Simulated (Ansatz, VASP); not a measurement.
Sn: VASP beside Ansatz

```
Sn
1.0
     0.00000    3.23334    3.23334
     3.23334    0.00000    3.23334
     3.23334    3.23334    0.00000
Sn
2
Cartesian
  4.8500 4.8500 4.8500
  3.2333 3.2333 3.2333
```

Alike in both runs: task relaxation of cell and atoms; functional BLYP; dispersion D3(BJ); k mesh 7 × 7 × 7; occupations fermi-dirac, width 0.05 eV; no spin polarisation.

|  | VASP | Ansatz |
| --- | --- | --- |
| version | VASP 6.6.1 | Ansatz 0.2.0 |
| potentials or method | VASP PAW PBE potentials, release 64 (Sn_d), cutoff 600 eV | all-electron LAPW, scalar-relativistic |

VASP gave:

- relaxed volume (Å³/atom): 35.86
- relaxed cell length with the largest relative difference (Å): 4.664

Task: Estimate Ansatz's values.

Result: Relaxed volume (Å³/atom): 35.85; relaxed cell length with the largest relative difference (Å): 4.663.

VASP's potentials were made for PBE, not for BLYP. Ansatz ran all-electron here, and VASP with PAW potentials.
